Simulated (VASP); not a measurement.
# Al2O3 (R-3c) in VASP: settings compared

Al2O3 is run at these levels: PBE, r2SCAN; tasks: single point.

Everything below comes from runs of VASP 6.6.1. Logs are shortened: lines on timing, memory, paths and dates and some standing lists are left out, and cuts for length are marked.

### Step 1. The cell of the first run

Symmetry: R-3c, No. 167, trigonal system. The conventional cell has a = 4.856 Å, b = 4.856 Å, c = 13.254 Å, α = 90.00°, β = 90.00°, γ = 120.00°. Within 2.5 Å of Al (site symmetry 3) lie 6 O at 1.89 to 2.01 Å. O (site symmetry 2) has 4 Al at 1.89 to 2.01 Å within 2.5 Å.

### Step 2. Single point, PBE (volume changed by +3%)

File INCAR:

```
SYSTEM = Al2O3
PREC = Accurate
ENCUT = 520
EDIFF = 1E-7
ISMEAR = 0
SIGMA = 0.01
LREAL = .FALSE.
LASPH = .TRUE.
NELM = 80
ALGO = Normal
ISIF = 2
LWAVE = .FALSE.
LCHARG = .FALSE.
GGA = PE
NBANDS = 35
```

File KPOINTS:

```
regular mesh
0
G
  6 6 6
  0 0 0
```

File POSCAR:

```
Al2O3
1.0
    2.4280904673      1.4018586849      4.4178458108
   -2.4280904673      1.4018586849      4.4178458108
    0.0000000000     -2.8037173698      4.4178458108
Al O
4 6
Direct
    0.8521488403      0.8521488403      0.8521488403
    0.3521488403      0.3521488403      0.3521488403
    0.1478511597      0.1478511597      0.1478511597
    0.6478511597      0.6478511597      0.6478511597
    0.4438250151      0.0561749849      0.7500000000
    0.0561749849      0.7500000000      0.4438250151
    0.5561749849      0.9438250151      0.2500000000
    0.2500000000      0.5561749849      0.9438250151
    0.9438250151      0.2500000000      0.5561749849
    0.7500000000      0.4438250151      0.0561749849
```

Potentials or basis: VASP PAW PBE potentials, release 64 (Al, O).

Launch:

```console
$ cat potpaw_PBE.64/Al/POTCAR potpaw_PBE.64/O/POTCAR > POTCAR
$ mpirun -np 1 vasp_std > vasp.out
```

OUTCAR:

```text
SYSTEM = Al2O3
   PREC = Accurate
   ENCUT = 520
   EDIFF = 1E-7
   ISMEAR = 0
   LREAL = .FALSE.
   LASPH = .TRUE.
   NELM = 80
   ISIF = 2
   GGA = PE

 ion  position               nearest neighbor table
   1  0.852  0.852  0.852-   9 1.89   7 1.89   8 1.89   6 2.01  10 2.01   5 2.01   4 2.71   3 2.85
                             3 2.85   3 2.85   4 3.28   4 3.28   4 3.28
   2  0.352  0.352  0.352-  10 1.89   5 1.89   6 1.89   9 2.01   8 2.01   7 2.01   3 2.71   4 2.85
                             4 2.85   4 2.85   3 3.28   3 3.28   3 3.28
   3  0.148  0.148  0.148-   6 1.89   5 1.89  10 1.89   9 2.01   8 2.01   7 2.01   2 2.71   1 2.85
                             1 2.85   1 2.85   2 3.28   2 3.28   2 3.28
   4  0.648  0.648  0.648-   8 1.89   7 1.89   9 1.89   6 2.01  10 2.01   5 2.01   1 2.71   2 2.85
                             2 2.85   2 2.85   1 3.28   1 3.28   1 3.28
   5  0.444  0.056  0.750-   2 1.89   3 1.89   1 2.01   4 2.01
   6  0.056  0.750  0.444-   3 1.89   2 1.89   1 2.01   4 2.01
   7  0.556  0.944  0.250-   1 1.89   4 1.89   3 2.01   2 2.01
   8  0.250  0.556  0.944-   4 1.89   1 1.89   3 2.01   2 2.01
   9  0.944  0.250  0.556-   1 1.89   4 1.89   3 2.01   2 2.01
  10  0.750  0.444  0.056-   2 1.89   3 1.89   1 2.01   4 2.01

  LATTYP: Found a trigonal (rhomboedric) cell.
 ALAT       =     5.2324174812
 COS(alpha) =     0.5693197588

  Lattice vectors:

 A1 = (   2.4280904673,   1.4018586849,   4.4178458108)
 A2 = (  -2.4280904673,   1.4018586849,   4.4178458108)
 A3 = (   0.0000000000,  -2.8037173698,   4.4178458108)

Analysis of symmetry for initial positions (statically):
=====================================================================
 Subroutine PRICEL returns:
 Original cell was already a primitive cell.

 Routine SETGRP: Setting up the symmetry group for a
 trigonal (rhombohedral) supercell.

 Subroutine GETGRP returns: Found 12 space group operations
 (whereof  6 operations were pure point group operations)
 out of a pool of 12 trial point group operations.

The static configuration has the point symmetry S_6 .
 The point group associated with its full space group is D_3d.

Analysis of symmetry for dynamics (positions and initial velocities):
=====================================================================
 Subroutine PRICEL returns:
 Original cell was already a primitive cell.

 Routine SETGRP: Setting up the symmetry group for a
 trigonal (rhombohedral) supercell.

 Subroutine GETGRP returns: Found 12 space group operations
 (whereof  6 operations were pure point group operations)
[... 128 lines left out ...]
   TEBEG  =    0.0;   TEEND  =   0.0 temperature during run
   PSTRESS=    0.0 pullay stress
   NELECT =      48.0000    total number of electrons
   NUPDOWN=      -1.0000    fix difference up-down
   EMIN   =  10.00;   EMAX   =-10.00  energy-range for DOS
   EFERMI =   0.00;   METHOD = LEGACY
   ISMEAR =     0;   SIGMA  =   0.01  broadening in eV -4-tet -1-fermi 0-gaus
   EFERMI_NEDOS =   21; number of points for ismear=-14 and -15
   IALGO  =     38    algorithm
   IMIX   =      4    mixing-type and parameters
     AMIX     =   0.40;   BMIX     =  1.00
     AMIX_MAG =   1.60;   BMIX_MAG =  1.00
  volume/ion in A,a.u.               =       9.02        60.89
  Fermi-wavevector in a.u.,A,eV,Ry     =   1.326513  2.506747 23.941322  1.759638
  Thomas-Fermi vector in A             =   2.455894
   LORBIT       =      0    0 simple, 1 ext, 2 COOP (PROOUT), +10 PAW based schemes
   GGA     = PE    functional components
   LHFCALC =     F    Hartree Fock is set to
   AEXX    =    0.0000 exact exchange contribution
   IVDW    =     0    specifies the selected vdW correction
   LEPSILON=     F    determine dielectric tensor
   LRPA    =     F    only Hartree local field effects (RPA)
 non-spin polarized calculation
 Gauss-broadening in eV      SIGMA  =   0.01
  energy-cutoff  :      520.00
  volume of cell :       90.23
 maximum number of plane-waves:      2448
   NGX = 19   NGY = 19   NGZ = 19

 number of electron      47.9999997 magnetization

 Free energy of the ion-electron system (eV)
  ---------------------------------------------------
  ext. energy  EPLUGINS =         0.00000000
  ---------------------------------------------------
  free energy    TOTEN  =       -74.75989492 eV

  energy without entropy =      -74.75989492  energy(sigma->0) =      -74.75989492

 E-fermi :   5.5577     XC(G=0): -11.3948

 val. band max:        5.4787089651   @ k =   0.0000   0.0000   0.0000
 cond. band min:      10.9651431747   @ k =   0.0000   0.0000   0.0000
 fundamental gap:      5.4864342096
 Fermi energy:         5.5576725104

 k-point     1 :       0.0000    0.0000    0.0000
  band No.  band energies     occupation
      1     -13.3178      2.00000
      2     -11.2061      2.00000
      3     -10.9594      2.00000
      4     -10.9594      2.00000
      5     -10.6644      2.00000
      6     -10.6644      2.00000
[... 901 lines left out ...]
     34      18.4653      0.00000
     35      18.5439      0.00000

 [... further k-points ...]

------------------------ aborting loop because EDIFF is reached ----------------------------------------

  FORCE on cell =-STRESS in cart. coord.  units (eV):
  Direction    XX          YY          ZZ          XY          YZ          ZX
  --------------------------------------------------------------------------------------
  -------------------------------------------------------------------------------------
  Total       -3.7845221     -3.7845221     -3.5435460      0.0000000     -0.0000000      0.0000000
  in kB      -67.2033197    -67.2033197    -62.9242074      0.0000000     -0.0000000      0.0000000
  external PRESSURE =     -65.7769489 kB  Pullay stress =       0.0000000 kB

 VOLUME and BASIS-vectors are now :
 -----------------------------------------------------------------------------
  energy-cutoff  :      520.00
  volume of cell :       90.23
      direct lattice vectors                 reciprocal lattice vectors
     2.428090467  1.401858685  4.417845811     0.205923135  0.118889777  0.075451554
    -2.428090467  1.401858685  4.417845811    -0.205923135  0.118889777  0.075451554
     0.000000000 -2.803717370  4.417845811     0.000000000 -0.237779554  0.075451554

 POSITION                                       TOTAL-FORCE (eV/Angst)
 -----------------------------------------------------------------------------------
      0.00000      0.00000     11.29399         0.000000      0.000000      0.016394
      0.00000      0.00000      4.66722         0.000000      0.000000      0.016394
      0.00000      0.00000      1.95955         0.000000      0.000000     -0.016394
      0.00000      0.00000      8.58632         0.000000      0.000000     -0.016394
      0.94125     -1.40186      5.52231         0.029307      0.000000      0.000000
     -1.68467     -0.11422      5.52231        -0.014654     -0.025381      0.000000
     -0.94125      1.40186      7.73123        -0.029307      0.000000      0.000000
     -0.74342     -1.51608      7.73123         0.014654     -0.025381      0.000000
      1.68467      0.11422      7.73123         0.014654      0.025381      0.000000
      0.74342      1.51608      5.52231        -0.014654      0.025381      0.000000
 -----------------------------------------------------------------------------------
    total drift:                               -0.000000     -0.000000      0.000000

  FREE ENERGIE OF THE ION-ELECTRON SYSTEM (eV)
  ---------------------------------------------------
  free  energy   TOTEN  =       -74.7598949226 eV

  energy  without entropy=      -74.7598949226  energy(sigma->0) =      -74.75989492
```

OSZICAR:

```text
N       E                     dE             d eps       ncg     rms          rms(c)
DAV:   1     0.225219176492E+03    0.22522E+03   -0.25009E+04  2240   0.130E+03
DAV:   2    -0.695554439841E+02   -0.29477E+03   -0.28528E+03  2871   0.282E+02
DAV:   3    -0.825581860510E+02   -0.13003E+02   -0.12956E+02  2890   0.608E+01
DAV:   4    -0.826612533192E+02   -0.10307E+00   -0.10300E+00  2824   0.623E+00
DAV:   5    -0.826625314497E+02   -0.12781E-02   -0.12779E-02  2812   0.694E-01    0.172E+01
DAV:   6    -0.746890132831E+02    0.79735E+01   -0.28698E+01  2713   0.283E+01    0.583E+00
DAV:   7    -0.747397424652E+02   -0.50729E-01   -0.82423E-01  2695   0.447E+00    0.326E+00
DAV:   8    -0.747556004839E+02   -0.15858E-01   -0.94970E-02  2655   0.235E+00    0.674E-01
DAV:   9    -0.747591962290E+02   -0.35957E-02   -0.21734E-02  2909   0.781E-01    0.311E-01
DAV:  10    -0.747599421903E+02   -0.74596E-03   -0.97087E-04  2544   0.183E-01    0.766E-02
DAV:  11    -0.747598920933E+02    0.50097E-04   -0.40874E-04  2813   0.114E-01    0.223E-02
DAV:  12    -0.747598958225E+02   -0.37292E-05   -0.23977E-05  2629   0.289E-02    0.702E-03
DAV:  13    -0.747598949819E+02    0.84062E-06   -0.50145E-06  2848   0.122E-02    0.143E-03
DAV:  14    -0.747598948318E+02    0.15011E-06   -0.22521E-07  2181   0.289E-03    0.888E-04
DAV:  15    -0.747598949226E+02   -0.90809E-07   -0.24190E-08  1568   0.969E-04
   1 F= -.74759895E+02 E0= -.74759895E+02  d E =-.217601E-31
```

stdout:

```text
POSCAR found type information on POSCAR AlO
 POSCAR found :  2 types and      10 ions
 scaLAPACK will be used
 LDA part: xc-table for (Slater+PW92), standard interpolation
 POSCAR, INCAR and KPOINTS ok, starting setup
 FFT: planning ... GRIDC
 FFT: planning ... GRID_SOFT
 FFT: planning ... GRID
 WAVECAR not read
 entering main loop
```

It took 1.9 min on 1 thread of Intel Xeon 6975P-C, shared host; peak memory 0.27 GiB.

Results:

```
Free energy            : -74.7599 eV
Pressure               : -6.6 GPa
Largest force          : 0.029 eV/Å
Band gap on the k mesh : 5.49 eV, direct
```

Forces in eV/Å, atoms in the order of the input:
```
Al   0.000  0.000  0.016
Al   0.000  0.000  0.016
Al   0.000  0.000 -0.016
Al   0.000  0.000 -0.016
O    0.029  0.000  0.000
O   -0.015 -0.025  0.000
O   -0.029  0.000  0.000
O    0.015 -0.025  0.000
O    0.015  0.025  0.000
O   -0.015  0.025  0.000
```

Stress tensor (GPa, compression positive):
```
-6.72  0.00  0.00
 0.00 -6.72  0.00
 0.00  0.00 -6.29
```

### Step 3. Single point, PBE (volume changed by +6%)

File INCAR:

```
SYSTEM = Al2O3
ALGO     = Normal         ! electronic algorithm
EDIFF    = 1E-6           ! SCF threshold, eV
ENCUT    = 520            ! plane-wave cutoff, eV
GGA      = PE             ! functional
ISIF     = 2              ! what is computed and relaxed
ISMEAR   = 0              ! smearing method
LASPH    = .TRUE.         ! aspherical terms in the spheres
LCHARG   = .FALSE.        ! write CHGCAR
LREAL    = .FALSE.        ! projectors in reciprocal space
LWAVE    = .FALSE.        ! write WAVECAR
NBANDS   = 35             ! bands
NELM     = 80             ! most SCF steps
PREC     = Accurate       ! precision mode
SIGMA    = 0.01           ! smearing width, eV
```

File KPOINTS:

```
k-points
0
G
  6 6 6
  0 0 0
```

Changes to POSCAR since step 2:

```diff
@@ -2,5 +2,5 @@
 1.0
-    2.4280904673      1.4018586849      4.4178458108
-   -2.4280904673      1.4018586849      4.4178458108
-    0.0000000000     -2.8037173698      4.4178458108
+    2.4514389233      1.4153389223      4.4603277035
+   -2.4514389233      1.4153389223      4.4603277035
+    0.0000000000     -2.8306778446      4.4603277035
 Al O
```

Potentials or basis: VASP PAW PBE potentials, release 64 (Al, O).

Launch:

```console
$ cat potpaw_PBE.64/Al/POTCAR potpaw_PBE.64/O/POTCAR > POTCAR
$ mpirun -np 1 vasp_std > vasp.out
```

Wall time 1.8 min (1 thread of Intel Xeon 6975P-C, shared host); peak memory 0.27 GiB.

It converged, with:

* Free energy: -74.6094 eV
* Pressure: -12.1 GPa
* Largest force: 0.055 eV/Å
* Band gap on the k mesh: 5.14 eV, direct

Forces in eV/Å, atoms in the order of the input:
```
Al   0.000  0.000  0.027
Al   0.000  0.000  0.027
Al   0.000  0.000 -0.027
Al   0.000  0.000 -0.027
O    0.055  0.000  0.000
O   -0.028 -0.048  0.000
O   -0.055  0.000  0.000
O    0.028 -0.048  0.000
O    0.028  0.048  0.000
O   -0.028  0.048  0.000
```

Stress tensor (GPa, compression positive):
```
-12.38   0.00   0.00
  0.00 -12.38   0.00
  0.00   0.00 -11.55
```

Levels at points of the mesh, in eV from the valence-band top:
```
           k point  band 21  band 22  band 23  band 24  band 25  band 26  band 27  band 28
(0.00, 0.00, 0.00)    -0.40    -0.02    -0.02     0.00     5.14     8.46     9.64    10.75
(0.50, 0.00, 0.00)    -0.77    -0.77    -0.21    -0.21     8.44     8.44     8.81     8.81
(0.50, 0.50, 0.00)    -0.88    -0.81    -0.62    -0.20     8.62     8.97     9.17     9.62
(0.50, 0.50, 0.50)    -0.31    -0.31    -0.31    -0.31     7.72     7.72    10.33    10.33
```

### Step 4. Single point, r2SCAN (volume changed by -6%)

File POSCAR:

```
Al2O3
1.0
    2.3307893878      1.3456818805      4.2431693002
   -2.3307893878      1.3456818805      4.2431693002
    0.0000000000     -2.6913637610      4.2431693002
Al O
4 6
Direct
    0.8519115234      0.8519115234      0.8519115234
    0.3519115234      0.3519115234      0.3519115234
    0.1480884766      0.1480884766      0.1480884766
    0.6480884766      0.6480884766      0.6480884766
    0.4436339007      0.0563660993      0.7500000000
    0.0563660993      0.7500000000      0.4436339007
    0.5563660993      0.9436339007      0.2500000000
    0.2500000000      0.5563660993      0.9436339007
    0.9436339007      0.2500000000      0.5563660993
    0.7500000000      0.4436339007      0.0563660993
```

File INCAR.step1:

```
PREC = Accurate
ENCUT = 520
ISMEAR = 0
SIGMA = 0.01
LREAL = F
LASPH = T
NELM = 100
NBANDS = 35
GGA = PE
ALGO = Normal
EDIFF = 1E-4
LWAVE = T
LCHARG = F
```

File INCAR.step2:

```
PREC = Accurate
ENCUT = 520
EDIFF = 1E-6
ISMEAR = 0
SIGMA = 0.01
LREAL = F
LASPH = T
NELM = 100
ALGO = Normal
ISIF = 2
LWAVE = F
LCHARG = F
METAGGA = R2SCAN
LMIXTAU = T
NBANDS = 35
ISTART = 1
```

File KPOINTS:

```
regular mesh
0
Gamma
  6 6 6
```

Launch:

```console
$ cat potpaw_PBE.64/Al/POTCAR potpaw_PBE.64/O/POTCAR > POTCAR
$ cp INCAR.step1 INCAR
$ mpirun -np 1 vasp_std > vasp.out
$ cp INCAR.step2 INCAR
$ mpirun -np 1 vasp_std > vasp.out
```

Wall time 5.6 min (1 thread of Intel Xeon 6975P-C, shared host); peak memory 0.28 GiB.

It converged, with:

```
Free energy            : -96.0028 eV
Pressure               : 17.6 GPa
Largest force          : 0.066 eV/Å
Band gap on the k mesh : 7.98 eV, direct
```

Forces in eV/Å, atoms in the order of the input:
```
Al   0.000  0.000 -0.061
Al   0.000  0.000 -0.061
Al   0.000  0.000  0.061
Al   0.000  0.000  0.061
O   -0.066  0.000  0.000
O    0.033  0.057  0.000
O    0.066  0.000  0.000
O   -0.033  0.057  0.000
O   -0.033 -0.057  0.000
O    0.033 -0.057  0.000
```

Stress tensor (GPa, compression positive):
```
18.07  0.00  0.00
 0.00 18.07  0.00
 0.00  0.00 16.66
```

Levels at points of the mesh, in eV from the valence-band top:
```csv
k point,band 21,band 22,band 23,band 24,band 25,band 26,band 27,band 28
"(0.00, 0.00, 0.00)",-0.60,-0.06,-0.06,0.00,7.98,10.62,12.80,13.17
"(0.50, 0.00, 0.00)",-1.03,-1.03,-0.34,-0.34,11.00,11.00,11.50,11.50
"(0.50, 0.50, 0.00)",-1.16,-1.00,-0.87,-0.31,10.87,11.53,11.55,12.16
"(0.50, 0.50, 0.50)",-0.45,-0.45,-0.45,-0.45,10.32,10.32,12.73,12.73
```

Caveat: the PAW data sets were made with another functional, which shifts forces and pressure a little. A k mesh can miss the band edges.

### Step 5. Single point, r2SCAN (volume changed by -3%)

Changes to POSCAR since step 4:

```diff
@@ -2,5 +2,5 @@
 1.0
-    2.3307893878      1.3456818805      4.2431693002
-   -2.3307893878      1.3456818805      4.2431693002
-    0.0000000000     -2.6913637610      4.2431693002
+    2.3553258161      1.3598479939      4.2878375227
+   -2.3553258161      1.3598479939      4.2878375227
+    0.0000000000     -2.7196959879      4.2878375227
 Al O
```

File INCAR.step1:

```
SYSTEM = Al2O3
PREC = Accurate
ENCUT = 520
ISMEAR = 0
SIGMA = 0.01
LREAL = .False.
LASPH = .True.
NELM = 100
NBANDS = 35
GGA = PE
ALGO = Normal
EDIFF = 1E-4
LWAVE = .True.
LCHARG = .False.
```

File INCAR.step2:

```
SYSTEM = Al2O3
PREC = Accurate
ENCUT = 520
EDIFF = 1E-6
ISMEAR = 0
SIGMA = 0.01
LREAL = .False.
LASPH = .True.
NELM = 100
ALGO = Normal
ISIF = 2
LWAVE = .False.
LCHARG = .False.
METAGGA = R2SCAN
LMIXTAU = .True.
NBANDS = 35
ISTART = 1
```

File KPOINTS:

```
Automatic mesh
0
Gamma
  6 6 6
  0 0 0
```

Launch:

```console
$ cat potpaw_PBE.64/Al/POTCAR potpaw_PBE.64/O/POTCAR > POTCAR
$ cp INCAR.step1 INCAR
$ mpirun -np 1 vasp_std > vasp.out
$ cp INCAR.step2 INCAR
$ mpirun -np 1 vasp_std > vasp.out
```

Run time: 6.1 min. Hardware: 1 thread of Intel Xeon 6975P-C, shared host; peak memory 0.28 GiB.

It converged, with:

```yaml
Free_energy: -96.2084 eV
Pressure: 7.9 GPa
Largest_force: 0.038 eV/Å
Band_gap_on_the_k_mesh: 7.56 eV, direct
```

Forces in eV/Å, atoms in the order of the input:
```
Al   0.000  0.000 -0.038
Al   0.000  0.000 -0.038
Al   0.000  0.000  0.038
Al   0.000  0.000  0.038
O   -0.025  0.000  0.000
O    0.012  0.021  0.000
O    0.025  0.000  0.000
O   -0.012  0.021  0.000
O   -0.012 -0.021  0.000
O    0.012 -0.021  0.000
```

Stress tensor (GPa, compression positive):
```
8.11 0.00 0.00
0.00 8.11 0.00
0.00 0.00 7.41
```

Levels at points of the mesh, in eV from the valence-band top:
```
           k point  band 22  band 23  band 24  band 25  band 26  band 27
(0.00, 0.00, 0.00)    -0.05    -0.05     0.00     7.56    10.37    12.37
(0.50, 0.00, 0.00)    -0.98    -0.31    -0.31    10.73    10.73    11.09
(0.50, 0.50, 0.00)    -0.96    -0.82    -0.29    10.73    11.17    11.22
(0.50, 0.50, 0.50)    -0.42    -0.42    -0.42     9.97     9.97    12.44
```

Caveat: the PAW data sets were made with another functional, which shifts forces and pressure a little. A k mesh can miss the band edges.

### Step 6. Summary

```tsv
level	cell	gap on the mesh (eV)	pressure (GPa)	largest force (eV/Å)
PBE	a = 5.232 Å, angles 55.3°, 10 atoms	5.49	-6.6	0.03
PBE	a = 5.283 Å, angles 55.3°, 10 atoms	5.14	-12.1	0.06
r2SCAN	a = 5.025 Å, angles 55.3°, 10 atoms	7.98	17.6	0.07
r2SCAN	a = 5.078 Å, angles 55.3°, 10 atoms	7.56	7.9	0.04
```

Alike in all rows: task single point; potentials or basis VASP PAW PBE potentials, release 64 (Al, O); no spin polarisation; k mesh 6 × 6 × 6; cutoff (eV) 520; smearing gaussian 0.01 eV.

Caveats: the PAW data sets were made with another functional, which shifts forces and pressure a little (some runs).

Absolute energies hang on the potentials; compare differences alone.
